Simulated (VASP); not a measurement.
Set up this calculation in VASP 6.6.1, as the native input.

```
Task                   : single point
Functional             : PBE
Potentials or basis    : VASP PAW PBE potentials, release 64 (Ba_sv, Ti_sv, O_h)
Cutoff                 : 1340 eV
k mesh                 : 8 × 8 × 6
Occupations            : gaussian, width 0.02 eV
Spin                   : no spin polarisation
Dipole correction      : no
Further INCAR settings : ALGO = Normal; EDIFF = 1e-06; NBANDS = 28
```

The structure of BaTiO3 lies in POSCAR:

```
BaTiO3
1.0
    3.9854497974      0.0000000000      0.0000000000
    0.0000000000      3.9854497974      0.0000000000
    0.0000000000      0.0000000000      4.3264971240
Ba Ti O
1 1 3
Direct
    0.5000000000      0.5000000000      0.6006785108
    0.0000000000      0.0000000000      0.1147671007
    0.0000000000      0.5000000000      0.0573251531
    0.5000000000      0.0000000000      0.0573251531
    0.0000000000      0.0000000000      0.5299010722
```

These files were run (other wordings do the same):

INCAR

```
SYSTEM = BaTiO3
PREC = Accurate
ENCUT = 1340
EDIFF = 1E-6
ISMEAR = 0
SIGMA = 0.02
LREAL = .FALSE.
LASPH = .TRUE.
NELM = 120
ALGO = Normal
ISIF = 2
LWAVE = .FALSE.
LCHARG = .FALSE.
GGA = PE
NBANDS = 28
GGA_COMPAT = .FALSE.
```

KPOINTS

```
regular mesh
0
G
  8 8 6
  0 0 0
```

Potentials or basis: VASP PAW PBE potentials, release 64 (Ba_sv, Ti_sv, O_h).

Command:

```bash
$ cat potpaw_PBE.64/Ba_sv/POTCAR potpaw_PBE.64/Ti_sv/POTCAR potpaw_PBE.64/O_h/POTCAR > POTCAR
$ mpirun -np 1 vasp_std > vasp.out
```

It gave:

The pressure is -0.9 GPa, the largest force is 0.064 eV/Å and the band gap on the k mesh is 1.79 eV (least direct gap 2.43 eV).

Caveat: spin-orbit coupling is left out, which moves the levels of the heavy elements.

Wall time 6.6 min on 1 thread of Intel(R) Xeon(R) Platinum 8175M CPU @ 2.50GHz (Skylake/Cascade Lake), with other jobs on the host, peak memory 0.67 GiB.
